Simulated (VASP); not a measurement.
Set up this calculation in VASP 6.6.1, as the native input.

| Property | Result |
| --- | --- |
| Task | relaxation of cell and atoms |
| Functional | PBE |
| Potentials or basis | VASP PAW PBE potentials, release 64 (Ge_d, Te, S) |
| Cutoff | 600 eV |
| k mesh | 4 × 4 × 2 |
| Occupations | gaussian, width 0.1 eV |
| Spin | no spin polarisation |
| Dipole correction | no |
| Further INCAR settings | ALGO = Normal; EDIFF = 1e-07; IBRION = 2; EDIFFG = -0.04; NSW = 90; ISIF = 3 |

The structure of Ge3Te2S lies in POSCAR:

```
Ge3Te2S
1.0
    3.9830882000      0.0000000000      0.0000000000
    0.0000000000      3.9830882000      0.0000000000
    0.0000000000      0.0000000000      8.6544687300
Ge Te S
3 2 1
Direct
    0.5000000000      0.0000000000      0.6250519800
    0.0000000000      0.5000000000      0.3749480200
    0.5000000000      0.5000000000      0.0000000000
    0.5000000000      0.0000000000      0.2626059900
    0.0000000000      0.5000000000      0.7373940100
    0.0000000000      0.0000000000      0.0000000000
```

The cell was generated, and may not be a known phase.

One way to write it, as run:

INCAR

```
SYSTEM = Ge3Te2S
  ALGO = Normal
  EDIFF = 1E-7
  EDIFFG = -0.04
  ENCUT = 600
  GGA = PE
  IBRION = 2
  ISIF = 3
  ISMEAR = 0
  LASPH = .True.
  LCHARG = .False.
  LREAL = .False.
  LWAVE = .False.
  NELM = 80
  NSW = 90
  PREC = Accurate
  SIGMA = 0.1
```

KPOINTS

```
k-points
0
Gamma
  4 4 2
  0 0 0
```

Potentials or basis: VASP PAW PBE potentials, release 64 (Ge_d, Te, S).

Launch:

```console
$ cat potpaw_PBE.64/Ge_d/POTCAR potpaw_PBE.64/Te/POTCAR potpaw_PBE.64/S/POTCAR > POTCAR
$ mpirun -np 1 vasp_std > vasp.out
```

It gave:

The relaxed volume is 25.84 Å³/atom, the relaxed cell is a = 4.049 Å, b = 4.049 Å, c = 9.454 Å, α = 90.00°, β = 90.00°, γ = 90.00° and the space group after relaxing (to 0.1 Å) is P-4m2 (No. 115). The energy gained by relaxing is 137.6 meV/atom, the ionic steps are 17 and the pressure after relaxing is -0.1 GPa. The largest force after relaxing is 0.037 eV/Å and the band gap on the k mesh is zero (filled and empty bands touch).

Caveat: the k points lie up to 0.39 Å⁻¹ apart in the final cell; spin-orbit coupling is left out, which moves the levels of the heavy elements.

It took 20 min on 1 thread of Intel Xeon 8259CL (shared host), peak memory 0.31 GiB.
